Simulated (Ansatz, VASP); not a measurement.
ZnO in VASP and in Ansatz

```xyz
4
Lattice="3.1871 0.0000 0.0000 -1.5936 2.7601 0.0000 0.0000 0.0000 5.1524" Properties=species:S:1:pos:R:3 pbc="T T T"
Zn    0.0000    1.8401    2.5777
Zn    1.5936    0.9200    0.0015
O     1.5936    0.9200    1.9514
O     0.0000    1.8401    4.5276
```

Change from the starting cell: unstrained.

Alike in both runs: task single point; functional LDA; k mesh 8 × 8 × 4; no spin polarisation.

```csv
,VASP,Ansatz
version,VASP 6.6.1,Ansatz 0.2.0
potentials or method,"VASP PAW LDA potentials, release 64 (Zn, O), cutoff 520 eV","all-electron LAPW, scalar-relativistic"
occupations,"gaussian, width 0.01 eV",fixed
```

VASP gave:

```
gap on the k mesh at the Fermi level (eV) : 0.81
pressure (GPa)                            : 1.3
```

Question: Which values does Ansatz return?

Answer: gap on the k mesh at the Fermi level (eV): 0.81; pressure (GPa): 0.0.

LDA's correlation is that of Perdew and Zunger in VASP and of Perdew and Wang (1992) in Ansatz. Ansatz ran all-electron here, and VASP with PAW potentials.
